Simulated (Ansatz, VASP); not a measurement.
# Ta2N in VASP and in Ansatz

```
CELL_PARAMETERS angstrom
3.17867 0.00000 0.00000
-1.58933 2.75281 0.00000
0.00000 0.00000 5.12598
ATOMIC_POSITIONS crystal
Ta 0.66667 0.33333 0.74491
Ta 0.33333 0.66667 0.25509
N 0.00000 0.00000 0.00000
```

Change from the starting cell: strain +0.025 along x and y, +0.050 along z, atoms carried along.

Alike in both runs: task single point; functional PBE; k mesh 18 × 18 × 10; occupations gaussian, width 0.15 eV; no spin polarisation.

```csv
,VASP,Ansatz
version,VASP 6.6.1,Ansatz 0.2.0
potentials or method,"VASP PAW PBE potentials, release 64 (Ta_pv, N), cutoff 520 eV","scalar-relativistic, plane waves, PAW"
valence electrons in the cell,27,31
```

|  | VASP | Ansatz | Ansatz less VASP |
| --- | --- | --- | --- |
| gap on the k mesh at the Fermi level (eV) | none | none | - |
| pressure (GPa) | -22.1 | -22.3 | -0.24 |
| traceless stress, the component that is largest in VASP (GPa) | -2.61 | -2.58 | +0.034 |
| rms of the force components (eV/Å) | 0.149 | 0.165 | +0.0156 |

Atom by atom the forces differ by 0.016 eV/Å (rms over components). A gap of «none» marks a metal or a gap that the smearing closes. VASP's potentials hold 27 valence electrons a cell and Ansatz's 31, so a difference there can come from the potentials and not from the codes.

Spin-orbit coupling is off throughout.
